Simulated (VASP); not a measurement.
# Si (Fd-3m) in VASP: single point with PBE

Aim: the single point of Si with PBE.

All numbers are computed with VASP 6.6.1; they aren't measurements. Logs are shortened: lines on timing, memory, paths and dates and some standing lists are left out, and cuts for length are marked.

### 1 The cell of the first run

It takes space group Fd-3m (No. 227, cubic). Conventional cell: a = 5.470 Å, b = 5.470 Å, c = 5.470 Å, α = 90.00°, β = 90.00°, γ = 90.00°. Si (site symmetry -43m) has 4 Si at 2.37 Å within 3.1 Å.

### 2 Single point, PBE

INCAR reads:

```
SYSTEM = Si
  ALGO = Normal
  EDIFF = 1E-6
  ENCUT = 520
  GGA = PE
  ISIF = 2
  ISMEAR = 0
  LASPH = .True.
  LCHARG = .False.
  LREAL = .False.
  LWAVE = .False.
  NBANDS = 11
  NELM = 100
  PREC = Accurate
  SIGMA = 0.02
```

KPOINTS reads:

```
k-points
0
Gamma
  8 8 8
  0 0 0
```

POSCAR reads:

```
Si
1.0
    0.0000000000      2.7350468813      2.7350468813
    2.7350468813      0.0000000000      2.7350468813
    2.7350468813      2.7350468813      0.0000000000
Si
2
Direct
    0.7500000000      0.7500000000      0.7500000000
    0.5000000000      0.5000000000      0.5000000000
```

Potentials or basis: VASP PAW PBE potentials, release 64 (Si).

Started as:

```bash
cat potpaw_PBE.64/Si/POTCAR > POTCAR
mpirun -np 1 vasp_std > vasp.out
```

OUTCAR:

```text
SYSTEM = Si
   EDIFF = 1E-6
   ENCUT = 520
   GGA = PE
   ISIF = 2
   ISMEAR = 0
   LASPH = .True.
   LREAL = .False.
   NELM = 100
   PREC = Accurate

 ion  position               nearest neighbor table
   1  0.750  0.750  0.750-   2 2.37   2 2.37   2 2.37   2 2.37
   2  0.500  0.500  0.500-   1 2.37   1 2.37   1 2.37   1 2.37

  LATTYP: Found a face centered cubic cell.
 ALAT       =     5.4700937626

  Lattice vectors:

 A1 = (   0.0000000000,   2.7350468813,   2.7350468813)
 A2 = (   2.7350468813,   0.0000000000,   2.7350468813)
 A3 = (   2.7350468813,   2.7350468813,   0.0000000000)

Analysis of symmetry for initial positions (statically):
=====================================================================
 Subroutine PRICEL returns:
 Original cell was already a primitive cell.

 Routine SETGRP: Setting up the symmetry group for a
 face centered cubic supercell.

 Subroutine GETGRP returns: Found 48 space group operations
 (whereof 24 operations were pure point group operations)
 out of a pool of 48 trial point group operations.

The static configuration has the point symmetry T_d .
 The point group associated with its full space group is O_h .

Analysis of symmetry for dynamics (positions and initial velocities):
=====================================================================
 Subroutine PRICEL returns:
 Original cell was already a primitive cell.

 Routine SETGRP: Setting up the symmetry group for a
 face centered cubic supercell.

 Subroutine GETGRP returns: Found 48 space group operations
 (whereof 24 operations were pure point group operations)
 out of a pool of 48 trial point group operations.

The dynamic configuration has the point symmetry T_d .
 The point group associated with its full space group is O_h .

 Subroutine INISYM returns: Found 48 space group operations
 (whereof 24 operations are pure point group operations),
 and found     1 'primitive' translations

----------------------------------------------------------------------------------------

                                     Primitive cell

  volume of cell :      40.9189

  direct lattice vectors                    reciprocal lattice vectors
     0.000000000  2.735046881  2.735046881    -0.182812223  0.182812223  0.182812223
     2.735046881  0.000000000  2.735046881     0.182812223 -0.182812223  0.182812223
     2.735046881  2.735046881  0.000000000     0.182812223  0.182812223 -0.182812223

  length of vectors
     3.867940393  3.867940393  3.867940393     0.316640058  0.316640058  0.316640058

  position of ions in fractional coordinates (direct lattice)
     0.750000000  0.750000000  0.750000000
     0.500000000  0.500000000  0.500000000

  ion indices of the primitive-cell ions
   primitive index   ion index
                 1           1
                 2           2

----------------------------------------------------------------------------------------

 KPOINTS: k-points

Automatic generation of k-mesh.
 Grid dimensions read from file:
 generate k-points for:    8    8    8

 Generating k-lattice:

  Cartesian coordinates                     Fractional coordinates (reciprocal lattice)
    -0.022851528  0.022851528  0.022851528     0.125000000  0.000000000  0.000000000
     0.022851528 -0.022851528  0.022851528     0.000000000  0.125000000  0.000000000
     0.022851528  0.022851528 -0.022851528     0.000000000  0.000000000  0.125000000

  Length of vectors
     0.039580007  0.039580007  0.039580007

  Shift w.r.t. Gamma in fractional coordinates (k-lattice)
     0.000000000  0.000000000  0.000000000

 Subroutine IBZKPT returns following result:
 ===========================================

 Found     29 irreducible k-points:

 Following reciprocal coordinates:
            Coordinates               Weight
  0.000000  0.000000  0.000000      1.000000
  0.125000  0.000000  0.000000      8.000000
  0.250000  0.000000  0.000000      8.000000
  0.375000  0.000000  0.000000      8.000000
  0.500000  0.000000  0.000000      4.000000
  0.125000  0.125000  0.000000      6.000000
[... 16 lines left out ...]
  0.500000  0.250000  0.125000     48.000000
 -0.375000  0.250000  0.125000     24.000000
 [... further k-points ...]
   k-points           NKPTS =     29   k-points in BZ     NKDIM =     29   number of bands    NBANDS=     11
   number of dos      NEDOS =    301   number of ions     NIONS =      2
   total plane-waves  NPLWV =  27000
   dimension x,y,z NGX =    30 NGY =   30 NGZ =   30
   dimension x,y,z NGXF=    60 NGYF=   60 NGZF=   60
   ions per type =               2
   NGX,Y,Z   is equivalent  to a cutoff of  12.89, 12.89, 12.89 a.u.
   NGXF,Y,Z  is equivalent  to a cutoff of  25.79, 25.79, 25.79 a.u.
 SYSTEM =  Si
   PREC   = accura    normal or accurate (medium, high low for compatibility)
   ISTART =      0    job   : 0-new  1-cont  2-samecut
   ICHARG =      2    charge: 1-file 2-atom 10-const
   ISPIN  =      1    spin polarized calculation?
   LNONCOLLINEAR =      F non collinear calculations
   LSORBIT =      F    spin-orbit coupling
   LASPH  =      T    aspherical Exc in radial PAW
   ENCUT  =  520.0 eV  38.22 Ry    6.18 a.u.   7.19  7.19  7.19*2*pi/ulx,y,z
   NELM   =    100;   NELMIN=  2; NELMDL= -5     # of ELM steps
   EDIFF  = 0.1E-05   stopping-criterion for ELM
   LREAL  =      F    real-space projection
   EDIFFG = 0.1E-04   stopping-criterion for IOM
   NSW    =      0    number of steps for IOM
   IBRION =     -1    ionic relax: 0-MD 1-quasi-New 2-CG
   NFREE  =      0    steps in history (QN), initial steepest desc. (CG)
   ISIF   =      2    stress and relaxation
   ISYM   =      2    0-nonsym 1-usesym 2-fastsym
   POTIM  = 0.5000    time-step for ionic-motion
   TEBEG  =    0.0;   TEEND  =   0.0 temperature during run
   PSTRESS=    0.0 pullay stress
   NELECT =       8.0000    total number of electrons
   NUPDOWN=      -1.0000    fix difference up-down
   EMIN   =  10.00;   EMAX   =-10.00  energy-range for DOS
   EFERMI =   0.00;   METHOD = LEGACY
   ISMEAR =     0;   SIGMA  =   0.02  broadening in eV -4-tet -1-fermi 0-gaus
   EFERMI_NEDOS =   21; number of points for ismear=-14 and -15
   IALGO  =     38    algorithm
   IMIX   =      4    mixing-type and parameters
     AMIX     =   0.40;   BMIX     =  1.00
     AMIX_MAG =   1.60;   BMIX_MAG =  1.00
  volume/ion in A,a.u.               =      20.46       138.07
  Fermi-wavevector in a.u.,A,eV,Ry     =   0.950160  1.795542 12.283393  0.902804
  Thomas-Fermi vector in A             =   2.078511
   LORBIT       =      0    0 simple, 1 ext, 2 COOP (PROOUT), +10 PAW based schemes
   GGA     = PE    functional components
   LHFCALC =     F    Hartree Fock is set to
   AEXX    =    0.0000 exact exchange contribution
   IVDW    =     0    specifies the selected vdW correction
   LEPSILON=     F    determine dielectric tensor
   LRPA    =     F    only Hartree local field effects (RPA)
 non-spin polarized calculation
 Gauss-broadening in eV      SIGMA  =   0.02
  energy-cutoff  :      520.00
  volume of cell :       40.92
 maximum number of plane-waves:      1124
 NGX is ok and might be reduce to    30
   NGX = 15   NGY = 15   NGZ = 15

 number of electron       8.0000001 magnetization

 Free energy of the ion-electron system (eV)
  ---------------------------------------------------
  ext. energy  EPLUGINS =         0.00000000
  ---------------------------------------------------
  free energy    TOTEN  =       -10.84608134 eV

  energy without entropy =      -10.84608134  energy(sigma->0) =      -10.84608134

 E-fermi :   5.7099     XC(G=0):  -9.3237

 val. band max:        5.6099048823   @ k =   0.0000   0.0000   0.0000
 cond. band min:       6.2610804515   @ k =   0.3750   0.3750   0.0000
 fundamental gap:      0.6511755692
 Fermi energy:         5.7099136389

 k-point     1 :       0.0000    0.0000    0.0000
  band No.  band energies     occupation
      1      -6.1999      2.00000
      2       5.6099      2.00000
      3       5.6099      2.00000
      4       5.6099      2.00000
      5       8.1661      0.00000
      6       8.1661      0.00000
      7       8.1661      0.00000
      8       8.7353      0.00000
      9      13.3181      0.00000
     10      13.3181      0.00000
     11      13.4841      0.00000

 k-point     2 :       0.1250    0.0000    0.0000
  band No.  band energies     occupation
      1      -5.9996      2.00000
      2       4.0193      2.00000
      3       5.3277      2.00000
      4       5.3277      2.00000
      5       8.0505      0.00000
      6       8.5812      0.00000
      7       8.5812      0.00000
      8      10.1363      0.00000
      9      12.8455      0.00000
     10      12.8455      0.00000
     11      14.2594      0.00000

 k-point     3 :       0.2500    0.0000    0.0000
  band No.  band energies     occupation
      1      -5.4156      2.00000
      2       1.7249      2.00000
      3       4.8653      2.00000
      4       4.8653      2.00000
      5       7.5665      0.00000
      6       9.0991      0.00000
      7       9.0991      0.00000
      8      12.3549      0.00000
      9      12.7963      0.00000
     10      12.7963      0.00000
     11      14.5369      0.00000

 k-point     4 :       0.3750    0.0000    0.0000
  band No.  band energies     occupation
      1      -4.5417      2.00000
      2      -0.2583      2.00000
      3       4.5427      2.00000
      4       4.5427      2.00000
      5       7.2019      0.00000
      6       9.0626      0.00000
      7       9.0626      0.00000
      8      13.4453      0.00000
      9      14.1472      0.00000
     10      14.1472      0.00000
     11      15.1157      0.00000

 k-point     5 :       0.5000    0.0000    0.0000
  band No.  band energies     occupation
      1      -3.9230      2.00000
      2      -1.2555      2.00000
      3       4.4321      2.00000
      4       4.4321      2.00000
      5       7.0737      0.00000
      6       8.9592      0.00000
      7       8.9592      0.00000
      8      13.3104      0.00000
      9      16.1028      0.00000
     10      16.1028      0.00000
     11      16.7854      0.00000
[... 211 lines left out ...]
 k-point    21 :       0.5000    0.5000    0.0000
  band No.  band energies     occupation
      1      -2.1340      2.00000
      2      -2.1340      2.00000
      3       2.8176      2.00000
      4       2.8176      2.00000
      5       6.3624      0.00000
      6       6.3624      0.00000
      7      15.5399      0.00000
      8      15.5399      0.00000
      9      16.5145      0.00000
     10      16.5145      0.00000
     11      18.0496      0.00000

 k-point    22 :       0.3750    0.2500    0.1250
  band No.  band energies     occupation
      1      -4.8959      2.00000
      2       1.3424      2.00000
      3       2.9597      2.00000
      4       4.2106      2.00000
      5       8.0527      0.00000
      6       9.4342      0.00000
      7       9.8129      0.00000
      8      11.0486      0.00000
      9      13.3202      0.00000
     10      15.7104      0.00000
     11      16.5702      0.00000

 k-point    23 :       0.5000    0.2500    0.1250
  band No.  band energies     occupation
      1      -4.0271      2.00000
      2      -0.1762      2.00000
      3       2.3558      2.00000
      4       3.7236      2.00000
      5       8.4736      0.00000
      6       9.1387      0.00000
      7      10.5861      0.00000
      8      11.4862      0.00000
      9      14.5377      0.00000
     10      15.2331      0.00000
     11      17.5090      0.00000

 k-point    24 :      -0.3750    0.2500    0.1250
  band No.  band energies     occupation
      1      -3.3935      2.00000
      2      -1.0949      2.00000
      3       2.2244      2.00000
      4       3.5008      2.00000
      5       8.6320      0.00000
      6       8.7564      0.00000
      7      11.4545      0.00000
      8      12.6743      0.00000
      9      12.9140      0.00000
     10      16.1152      0.00000
     11      17.1583      0.00000

 [... further k-points ...]
[... 5 lines left out ...]
  --------------------------------------------------------------------------------------
  -------------------------------------------------------------------------------------
  Total       -0.0163182     -0.0163182     -0.0163182      0.0000000      0.0000000     -0.0000000
  in kB       -0.6389359     -0.6389359     -0.6389359      0.0000000      0.0000000     -0.0000000
  external PRESSURE =      -0.6389359 kB  Pullay stress =       0.0000000 kB

 VOLUME and BASIS-vectors are now :
 -----------------------------------------------------------------------------
  energy-cutoff  :      520.00
  volume of cell :       40.92
      direct lattice vectors                 reciprocal lattice vectors
     0.000000000  2.735046881  2.735046881    -0.182812223  0.182812223  0.182812223
     2.735046881  0.000000000  2.735046881     0.182812223 -0.182812223  0.182812223
     2.735046881  2.735046881  0.000000000     0.182812223  0.182812223 -0.182812223

 POSITION                                       TOTAL-FORCE (eV/Angst)
 -----------------------------------------------------------------------------------
      4.10257      4.10257      4.10257        -0.000000     -0.000000     -0.000000
      2.73505      2.73505      2.73505         0.000000      0.000000      0.000000
 -----------------------------------------------------------------------------------
    total drift:                                0.000000     -0.000000     -0.000000

  FREE ENERGIE OF THE ION-ELECTRON SYSTEM (eV)
  ---------------------------------------------------
  free  energy   TOTEN  =       -10.8460813372 eV

  energy  without entropy=      -10.8460813372  energy(sigma->0) =      -10.84608134
```

Wall time 8.8 s (1 thread of Intel Xeon 6975P-C (Granite Rapids), shared host); peak memory 0.15 GiB.

What came out:

```yaml
Free_energy: -10.8461 eV
Pressure: -0.1 GPa
Band_gap_on_the_k_mesh: 0.65 eV, indirect (least direct gap 2.56 eV)
```

Levels at points of the mesh, in eV from the valence-band top:
```
           k point  band 1  band 2  band 3  band 4  band 5  band 6  band 7  band 8  band 9
(0.00, 0.00, 0.00)  -11.81    0.00    0.00    0.00    2.56    2.56    2.56    3.13    7.71
(0.50, 0.00, 0.00)   -9.53   -6.87   -1.18   -1.18    1.46    3.35    3.35    7.70   10.49
(0.50, 0.50, 0.00)   -7.74   -7.74   -2.79   -2.79    0.75    0.75    9.93    9.93   10.90
```

A k mesh can miss the band edges. PBE gaps usually lie below the measured ones, often by a third to a half.
